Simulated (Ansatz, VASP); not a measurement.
**GaSb: VASP beside Ansatz**

```
Sb Ga
1.0
    -2.73495    2.73495    1.58003
     2.73495   -2.73495    1.58003
     2.73495    2.73495   -1.58003
Sb Ga
1 1
Direct
  0.00000 0.00000 0.00000
  0.75000 0.25000 0.50000
```

Alike in both runs: task single point; functional PBEsol; k mesh 10 × 10 × 10; occupations fermi-dirac, width 0.05 eV; no spin polarisation.

```csv
,VASP,Ansatz
version,VASP 6.6.1,Ansatz 0.2.0
potentials or method,"VASP PAW PBE potentials, release 64 (Sb, Ga_d)",Ansatz PAW
plane-wave cutoff (eV),520,420
valence electrons in the cell,18,28
```

|  | VASP | Ansatz | Ansatz less VASP |
| --- | --- | --- | --- |
| gap on the k mesh at the Fermi level (eV) | none | none | - |
| pressure (GPa) | -1.9 | -1.9 | +0.04 |
| traceless stress, the component that is largest in VASP (GPa) | -0.58 | -0.58 | +0.009 |

VASP's potentials were made for PBE, not for PBEsol. A gap of «none» marks a metal or a gap that the smearing closes. VASP's potentials hold 18 valence electrons a cell and Ansatz's 28, so a difference there can come from the potentials and not from the codes.

Spin-orbit coupling is off throughout.
